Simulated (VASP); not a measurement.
# Si3F4 (F-43m) in VASP: further runs

The runs below take Si3F4 through single point, with PBE.

All numbers are computed with VASP 6.6.1; they aren't measurements. Logs are shortened: lines on timing, memory, paths and dates and some standing lists are left out, and cuts for length are marked.

## Step 1: The cell of the first run

Symmetry: F-43m, No. 216, cubic system. Conventional cell: a = 7.428 Å, b = 7.428 Å, c = 7.428 Å, α = 90.00°, β = 90.00°, γ = 90.00°. Si (site symmetry -43m) has 8 Si at 3.22 Å and 24 F at 3.39 to 4.11 Å within 4.2 Å. Within 3.5 Å of Si (site symmetry -43m) lie 16 F at 2.59 to 3.47 Å and 4 Si at 3.22 Å. Within 4.0 Å of Si (site symmetry -43m) lie 16 F at 3.07 to 3.84 Å and 10 Si at 3.22 to 3.71 Å. F (site symmetry 3m) has 3 F at 1.02 Å within 1.4 Å.

The cell was built from a structure type or drawn by symmetry, and may not be a known phase.

## Step 2: Single point, PBE, collinear spin

The input, INCAR:

```
ALGO = Normal
EDIFF = 1E-6
ENCUT = 910
GGA = PE
GGA_COMPAT = F
ISIF = 2
ISMEAR = 0
ISPIN = 2
LASPH = T
LCHARG = T
LELF = T
LORBIT = 11
LREAL = F
LVHAR = T
LWAVE = F
MAGMOM = 0 0 0 1 1 1 1
NBANDS = 33
NELM = 200
PREC = Accurate
SIGMA = 0.1
```

The input, KPOINTS:

```
k-points
0
Gamma
  4 4 4
```

The input, POSCAR:

```
Si3F4
1.0
    0.0000000000      3.7141017400      3.7141017400
    3.7141017400      0.0000000000      3.7141017400
    3.7141017400      3.7141017400      0.0000000000
Si F
3 4
Direct
    0.7500000000      0.7500000000      0.7500000000
    0.0000000000      0.0000000000      0.0000000000
    0.5000000000      0.5000000000      0.5000000000
    0.2016145000      0.2016145000      0.2016145000
    0.2016145000      0.2016145000      0.3951565000
    0.2016145000      0.3951565000      0.2016145000
    0.3951565000      0.2016145000      0.2016145000
```

Potentials or basis: VASP PAW PBE potentials, release 64 (Si, F_h).

Started as:

```sh
$ cat potpaw_PBE.64/Si/POTCAR potpaw_PBE.64/F_h/POTCAR > POTCAR
$ mpirun -np 1 vasp_std > vasp.out
```

OUTCAR:

```text
EDIFF = 1E-6
   ENCUT = 910
   GGA = PE
   ISIF = 2
   ISMEAR = 0
   ISPIN = 2
   LASPH = T
   LORBIT = 11
   LREAL = F
   NELM = 200
   PREC = Accurate

 ion  position               nearest neighbor table
   1  0.750  0.750  0.750-
   2  0.000  0.000  0.000-
   3  0.500  0.500  0.500-
   4  0.202  0.202  0.202-   5 1.02   6 1.02   7 1.02
   5  0.202  0.202  0.395-   4 1.02   6 1.02   7 1.02
   6  0.202  0.395  0.202-   4 1.02   5 1.02   7 1.02
   7  0.395  0.202  0.202-   4 1.02   5 1.02   6 1.02

  LATTYP: Found a face centered cubic cell.
 ALAT       =     7.4282034800

  Lattice vectors:

 A1 = (   0.0000000000,   3.7141017400,   3.7141017400)
 A2 = (   3.7141017400,   0.0000000000,   3.7141017400)
 A3 = (   3.7141017400,   3.7141017400,   0.0000000000)

Analysis of symmetry for initial positions (statically):
=====================================================================
 Subroutine PRICEL returns:
 Original cell was already a primitive cell.

 Routine SETGRP: Setting up the symmetry group for a
 face centered cubic supercell.

 Subroutine GETGRP returns: Found 24 space group operations
 (whereof 24 operations were pure point group operations)
 out of a pool of 48 trial point group operations.

The static configuration has the point symmetry T_d .

Analysis of symmetry for dynamics (positions and initial velocities):
=====================================================================
 Subroutine PRICEL returns:
 Original cell was already a primitive cell.

 Routine SETGRP: Setting up the symmetry group for a
 face centered cubic supercell.

 Subroutine GETGRP returns: Found 24 space group operations
 (whereof 24 operations were pure point group operations)
 out of a pool of 48 trial point group operations.

The dynamic configuration has the point symmetry T_d .

Analysis of structural, dynamic, and magnetic symmetry:
=====================================================================
 Subroutine PRICEL returns:
 Original cell was already a primitive cell.

 Routine SETGRP: Setting up the symmetry group for a
 face centered cubic supercell.

 Subroutine GETGRP returns: Found 24 space group operations
 (whereof 24 operations were pure point group operations)
 out of a pool of 48 trial point group operations.

The overall configuration has the point symmetry T_d .

 Subroutine INISYM returns: Found 24 space group operations
 (whereof 24 operations are pure point group operations),
 and found     1 'primitive' translations

----------------------------------------------------------------------------------------

                                     Primitive cell

  volume of cell :     102.4687

  direct lattice vectors                    reciprocal lattice vectors
     0.000000000  3.714101740  3.714101740    -0.134622053  0.134622053  0.134622053
     3.714101740  0.000000000  3.714101740     0.134622053 -0.134622053  0.134622053
     3.714101740  3.714101740  0.000000000     0.134622053  0.134622053 -0.134622053

  length of vectors
     5.252533053  5.252533053  5.252533053     0.233172235  0.233172235  0.233172235

  position of ions in fractional coordinates (direct lattice)
     0.750000000  0.750000000  0.750000000
     0.000000000  0.000000000  0.000000000
     0.500000000  0.500000000  0.500000000
     0.201614500  0.201614500  0.201614500
     0.201614500  0.201614500  0.395156500
     0.201614500  0.395156500  0.201614500
     0.395156500  0.201614500  0.201614500

  ion indices of the primitive-cell ions
   primitive index   ion index
                 1           1
                 2           2
                 3           3
                 4           4
                 5           5
                 6           6
                 7           7

[... 29 lines left out ...]
  0.250000  0.000000  0.000000      8.000000
  0.500000  0.000000  0.000000      4.000000
  0.250000  0.250000  0.000000      6.000000
  0.500000  0.250000  0.000000     24.000000
 -0.250000  0.250000  0.000000     12.000000
  0.500000  0.500000  0.000000      3.000000
 -0.250000  0.500000  0.250000      6.000000
   k-points           NKPTS =      8   k-points in BZ     NKDIM =      8   number of bands    NBANDS=     33
   number of dos      NEDOS =    301   number of ions     NIONS =      7
   total plane-waves  NPLWV = 157464
   dimension x,y,z NGX =    54 NGY =   54 NGZ =   54
   dimension x,y,z NGXF=   108 NGYF=  108 NGZF=  108
   ions per type =               3   4
   NGX,Y,Z   is equivalent  to a cutoff of  17.09, 17.09, 17.09 a.u.
   NGXF,Y,Z  is equivalent  to a cutoff of  34.18, 34.18, 34.18 a.u.
 SYSTEM =  unknown system
   PREC   = accura    normal or accurate (medium, high low for compatibility)
   ISTART =      0    job   : 0-new  1-cont  2-samecut
   ICHARG =      2    charge: 1-file 2-atom 10-const
   ISPIN  =      2    spin polarized calculation?
   LNONCOLLINEAR =      F non collinear calculations
   LSORBIT =      F    spin-orbit coupling
   LASPH  =      T    aspherical Exc in radial PAW
   ENCUT  =  910.0 eV  66.88 Ry    8.18 a.u.  12.92 12.92 12.92*2*pi/ulx,y,z
   NELM   =    200;   NELMIN=  2; NELMDL= -5     # of ELM steps
   EDIFF  = 0.1E-05   stopping-criterion for ELM
   LREAL  =      F    real-space projection
   EDIFFG = 0.1E-04   stopping-criterion for IOM
   NSW    =      0    number of steps for IOM
   IBRION =     -1    ionic relax: 0-MD 1-quasi-New 2-CG
   NFREE  =      0    steps in history (QN), initial steepest desc. (CG)
   ISIF   =      2    stress and relaxation
   ISYM   =      2    0-nonsym 1-usesym 2-fastsym
   POTIM  = 0.5000    time-step for ionic-motion
   TEBEG  =    0.0;   TEEND  =   0.0 temperature during run
   PSTRESS=    0.0 pullay stress
   NELECT =      40.0000    total number of electrons
   NUPDOWN=      -1.0000    fix difference up-down
   EMIN   =  10.00;   EMAX   =-10.00  energy-range for DOS
   EFERMI =   0.00;   METHOD = LEGACY
   ISMEAR =     0;   SIGMA  =   0.10  broadening in eV -4-tet -1-fermi 0-gaus
   EFERMI_NEDOS =   21; number of points for ismear=-14 and -15
   IALGO  =     38    algorithm
   IMIX   =      4    mixing-type and parameters
     AMIX     =   0.40;   BMIX     =  1.00
     AMIX_MAG =   1.60;   BMIX_MAG =  1.00
  volume/ion in A,a.u.               =      14.64        98.78
  Fermi-wavevector in a.u.,A,eV,Ry     =   1.196459  2.260979 19.476921  1.431513
  Thomas-Fermi vector in A             =   2.332398
   LORBIT       =     11    0 simple, 1 ext, 2 COOP (PROOUT), +10 PAW based schemes
   GGA     = PE    functional components
   LHFCALC =     F    Hartree Fock is set to
   AEXX    =    0.0000 exact exchange contribution
   IVDW    =     0    specifies the selected vdW correction
   LEPSILON=     F    determine dielectric tensor
   LRPA    =     F    only Hartree local field effects (RPA)
 spin polarized calculation
 Gauss-broadening in eV      SIGMA  =   0.10
  energy-cutoff  :      910.00
  volume of cell :      102.47
 maximum number of plane-waves:      6407
 NGX is ok and might be reduce to    54
   NGX = 25   NGY = 25   NGZ = 25

 number of electron      39.9999998 magnetization       0.0017829

 Free energy of the ion-electron system (eV)
  ---------------------------------------------------
  ext. energy  EPLUGINS =         0.00000000
  ---------------------------------------------------
  free energy    TOTEN  =       104.37031404 eV

  energy without entropy =      104.41005123  energy(sigma->0) =      104.39018264

 E-fermi :   6.1630     XC(G=0):  -9.7602

 val. band max:        5.9949301244   @ k =   0.2500   0.2500   0.0000
 cond. band min:       6.2062818158   @ k =   0.2500   0.2500   0.0000
 fundamental gap:      0.2113516914
 Fermi energy:         6.1629884520

 spin component 1

 k-point     1 :       0.0000    0.0000    0.0000
  band No.  band energies     occupation
      1     -66.6309      1.00000
      2     -33.8806      1.00000
      3     -33.8806      1.00000
      4     -33.8806      1.00000
      5     -18.7239      1.00000
      6     -15.4176      1.00000
[... 269 lines left out ...]
     31      13.4340      0.00000
     32      13.7700      0.00000
 Fermi energy:         6.1629884520

 spin component 2

 k-point     1 :       0.0000    0.0000    0.0000
  band No.  band energies     occupation
      1     -66.6307      1.00000
      2     -33.8804      1.00000
      3     -33.8804      1.00000
      4     -33.8804      1.00000
      5     -18.7237      1.00000
      6     -15.4175      1.00000
[... 269 lines left out ...]
     31      13.4344      0.00000
     32      13.7703      0.00000
 [bands above 32 left out]

------------------------ aborting loop because EDIFF is reached ----------------------------------------

  FORCE on cell =-STRESS in cart. coord.  units (eV):
  Direction    XX          YY          ZZ          XY          YZ          ZX
  --------------------------------------------------------------------------------------
  -------------------------------------------------------------------------------------
  Total      166.2590719    166.2590719    166.2590719      0.0000000     -0.0000000      0.0000000
  in kB     2599.5881586   2599.5881586   2599.5881586      0.0000000     -0.0000000      0.0000000
  external PRESSURE =    2599.5881586 kB  Pullay stress =       0.0000000 kB

 VOLUME and BASIS-vectors are now :
 -----------------------------------------------------------------------------
  energy-cutoff  :      910.00
  volume of cell :      102.47
      direct lattice vectors                 reciprocal lattice vectors
     0.000000000  3.714101740  3.714101740    -0.134622053  0.134622053  0.134622053
     3.714101740  0.000000000  3.714101740     0.134622053 -0.134622053  0.134622053
     3.714101740  3.714101740  0.000000000     0.134622053  0.134622053 -0.134622053

 POSITION                                       TOTAL-FORCE (eV/Angst)
 -----------------------------------------------------------------------------------
      5.57115      5.57115      5.57115        -0.000000     -0.000000     -0.000000
      0.00000      0.00000      0.00000        -0.000000     -0.000000     -0.000000
      3.71410      3.71410      3.71410        -0.000000     -0.000000     -0.000000
      1.49763      1.49763      1.49763      -118.393805   -118.393805   -118.393805
      2.21647      2.21647      1.49763       118.393805    118.393805   -118.393805
      2.21647      1.49763      2.21647       118.393805   -118.393805    118.393805
      1.49763      2.21647      2.21647      -118.393805    118.393805    118.393805
 -----------------------------------------------------------------------------------
    total drift:                                0.000002      0.000002      0.000002

  FREE ENERGIE OF THE ION-ELECTRON SYSTEM (eV)
  ---------------------------------------------------
  free  energy   TOTEN  =       104.3703140380 eV

  energy  without entropy=      104.4100512331  energy(sigma->0) =      104.39018264

 total charge

# of ion       s       p       d       tot
------------------------------------------
    1        0.908   0.560   0.000   1.467
    2        0.948   0.550   0.000   1.498
    3        0.884   0.614   0.000   1.499
    4        1.401   3.624   0.000   5.025
    5        1.401   3.624   0.000   5.025
    6        1.401   3.624   0.000   5.025
    7        1.401   3.624   0.000   5.025
--------------------------------------------------
tot          8.344  16.219   0.000  24.563

 magnetization (x)

# of ion       s       p       d       tot
------------------------------------------
    1        0.000   0.000   0.000   0.000
    2        0.000   0.000   0.000   0.000
    3        0.000   0.000   0.000   0.000
    4        0.000   0.000   0.000   0.000
    5        0.000   0.000   0.000   0.000
    6        0.000   0.000   0.000   0.000
    7        0.000   0.000   0.000   0.000
--------------------------------------------------
tot          0.000   0.000   0.000   0.001
```

Wall time 5.4 min (1 thread of Intel Xeon Platinum 8259CL at 2.50GHz (Skylake/Cascade Lake), shared host); peak memory 0.52 GiB.

What came out:

```yaml
Free_energy: 104.3703 eV
Pressure: 260.0 GPa
Largest_force: 205.064 eV/Å
Band_gap_on_the_k_mesh: zero (filled and empty bands overlap)
Net_moment: 0.00 μB per cell
Valence_electrons_inside_the_program's_atomic_spheres: Si 1.47, 1.50 (each value once); F 5.03
```

Forces on the atoms (eV/Å):
```
Si     0.000    0.000    0.000
Si     0.000    0.000    0.000
Si     0.000    0.000    0.000
F   -118.394 -118.394 -118.394
F    118.394  118.394 -118.394
F    118.394 -118.394  118.394
F   -118.394  118.394  118.394
```

Caveat: the k points lie up to 0.37 Å⁻¹ apart, too coarse for converged energies and pressures of a metal; the cutoff is under 1.25 times the usual one of these potentials, so pressure, stress and relaxed cells hold a basis-set (Pulay) error; forces of over 1 eV/Å act on the atoms, so gaps and moduli don't describe the material at rest.

## Step 3: Single point, PBE, collinear spin

This run uses another cell than the first one, of 16.06 Å³/atom.

The input, INCAR:

```
SYSTEM = Si3F4
PREC = Accurate
ENCUT = 910
EDIFF = 1E-6
ISMEAR = 0
SIGMA = 0.1
LREAL = .FALSE.
LASPH = .TRUE.
NELM = 200
ALGO = Normal
ISIF = 2
LWAVE = .FALSE.
LCHARG = .TRUE.
ISPIN = 2
MAGMOM = 0 0 0 1 1 1 1
LORBIT = 11
GGA = PE
LELF = .TRUE.
LVHAR = .TRUE.
NBANDS = 33
GGA_COMPAT = .FALSE.
```

The input, KPOINTS:

```
regular mesh
0
G
  4 4 4
  0 0 0
```

The input, POSCAR:

```
Si3F4
1.0
    0.0000000000      3.8305726005      3.8305726005
    3.8305726005      0.0000000000      3.8305726005
    3.8305726005      3.8305726005      0.0000000000
Si F
3 4
Direct
    0.2500000000      0.2500000000      0.2500000000
    0.0000000000      0.0000000000      0.0000000000
    0.5000000000      0.5000000000      0.5000000000
    0.8807912804      0.3576261589      0.8807912804
    0.8807912804      0.8807912804      0.8807912804
    0.3576261589      0.8807912804      0.8807912804
    0.8807912804      0.8807912804      0.3576261589
```

Potentials or basis: VASP PAW PBE potentials, release 64 (Si, F_h).

Started as:

```sh
$ cat potpaw_PBE.64/Si/POTCAR potpaw_PBE.64/F_h/POTCAR > POTCAR
$ mpirun -np 1 vasp_std > vasp.out
```

Run time: 2.8 min. Hardware: 1 thread of Intel Xeon Platinum 8259CL at 2.50GHz (Skylake/Cascade Lake), shared host; peak memory 0.52 GiB.

It converged, with:

| Item | Value |
| --- | --- |
| Free energy | -32.9731 eV |
| Pressure | -0.4 GPa |
| Largest force | 0.072 eV/Å |
| Band gap on the k mesh | zero (filled and empty bands overlap) |
| Net moment | 0.00 μB per cell |
| Valence electrons inside the program's atomic spheres | Si 1.50, 1.60, 1.45; F 4.53 |

Forces on the atoms (eV/Å):
```
Si   0.000  0.000  0.000
Si   0.000  0.000  0.000
Si   0.000  0.000  0.000
F    0.042 -0.042  0.042
F   -0.042 -0.042 -0.042
F   -0.042  0.042  0.042
F    0.042  0.042 -0.042
```

Levels at points of the mesh, in eV from the Fermi level:
Spin up:
| k point | band 16 | band 17 | band 18 | band 19 | band 20 | band 21 | band 22 | band 23 | band 24 | band 25 |
| --- | --- | --- | --- | --- | --- | --- | --- | --- | --- | --- |
| (0.00, 0.00, 0.00) | -5.67 | -5.67 | -4.14 | -0.21 | -0.21 | -0.21 | 2.37 | 2.37 | 2.37 | 4.64 |
| (0.50, 0.00, 0.00) | -5.67 | -5.47 | -5.41 | -0.30 | -0.03 | -0.03 | 2.50 | 2.50 | 3.29 | 5.53 |
| (0.50, 0.50, 0.00) | -5.88 | -5.33 | -5.17 | -0.32 | -0.32 | 0.91 | 1.50 | 3.12 | 3.12 | 5.65 |
Spin down:
| k point | band 17 | band 18 | band 19 | band 20 | band 21 | band 22 | band 23 | band 24 |
| --- | --- | --- | --- | --- | --- | --- | --- | --- |
| (0.00, 0.00, 0.00) | -5.67 | -4.14 | -0.21 | -0.21 | -0.21 | 2.37 | 2.37 | 2.37 |
| (0.50, 0.00, 0.00) | -5.47 | -5.41 | -0.30 | -0.04 | -0.04 | 2.50 | 2.50 | 3.29 |
| (0.50, 0.50, 0.00) | -5.33 | -5.17 | -0.32 | -0.32 | 0.91 | 1.50 | 3.11 | 3.11 |

Caveat: the cutoff is under 1.25 times the usual one of these potentials, so pressure, stress and relaxed cells hold a basis-set (Pulay) error.
